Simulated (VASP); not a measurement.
Here is a VASP 6.6.1 calculation.

File INCAR:

```
PREC = Accurate
ENCUT = 520
EDIFF = 1E-6
ISMEAR = 0
SIGMA = 0.01
LREAL = F
LASPH = T
NELM = 100
ALGO = Normal
ISIF = 2
LWAVE = F
LCHARG = F
GGA = PS
NBANDS = 15
```

Contents of KPOINTS:

```
Automatic mesh
0
Gamma
  6 6 6
```

Contents of POSCAR:

```
KF
1.0
    0.0000000000      2.6718500000      2.6718500000
    2.6718500000      0.0000000000      2.6718500000
    2.6718500000      2.6718500000      0.0000000000
K F
1 1
Direct
    0.0000000000      0.0000000000      0.0000000000
    0.5000000000      0.5000000000      0.5000000000
```

Potentials or basis: VASP PAW PBE potentials, release 64 (K_sv, F).

The run is started by

```sh
$ cat potpaw_PBE.64/K_sv/POTCAR potpaw_PBE.64/F/POTCAR > POTCAR
$ mpirun -np 1 vasp_std > vasp.out
```

Predict the pressure.

-0.6 GPa.

Predict the band gap on the k mesh.

6.03 eV, direct.

Caveat: the PAW data sets were made with another functional, which shifts forces and pressure a little. Expect the measured gap to be larger: semilocal functionals such as PBEsol lack the derivative discontinuity.
